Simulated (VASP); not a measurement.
Crystal: Cr2O3.

```
Cr O
1.0
     2.47950    1.43154    4.53133
    -2.47950    1.43154    4.53133
     0.00000   -2.86308    4.53133
Cr O
4 6
Direct
  0.34770 0.34770 0.34770
  0.15230 0.15230 0.15230
  0.84770 0.84770 0.84770
  0.65230 0.65230 0.65230
  0.55510 0.94490 0.25000
  0.25000 0.55510 0.94490
  0.94490 0.25000 0.55510
  0.44490 0.05510 0.75000
  0.75000 0.44490 0.05510
  0.05510 0.75000 0.44490
```

Base run:

* Program: VASP 6.6.1
* Functional: r2SCAN
* Potentials or basis: VASP PAW PBE potentials, release 64 (Cr_pv, O)
* Cutoff: 520 eV
* k mesh: 4 × 4 × 4
* Occupations: fermi-dirac, width 0.05 eV
* Spin: collinear spin, antiferromagnetic start
* Starting moments: [3.0, -3.0, 3.0, -3.0, 0.0, 0.0, 0.0, 0.0, 0.0, 0.0] μB

Its results: band gap on the k mesh 1.88 eV (least direct gap 1.88 eV); pressure 0.8 GPa; net moment 0.00 μB per cell; site moments Cr +2.76, -2.76 (each value once); O +0.00 μB; largest force 0.129 eV/Å.

The run is repeated on the same cell with these changes: functional from r2SCAN to PBE; occupations from fermi-dirac, width 0.05 eV to gaussian, width 0.01 eV. What comes out?

Band gap on the k mesh 1.64 eV (least direct gap 1.68 eV); pressure 3.4 GPa; net moment 0.00 μB per cell; site moments Cr +2.65, -2.65 (each value once); O +0.00 μB; largest force 0.294 eV/Å.

Caveats: the PAW data sets were made with another functional, which shifts forces and pressure a little (at least some runs); the cell stands under pressure (at least some runs).

A k mesh can miss the band edges.
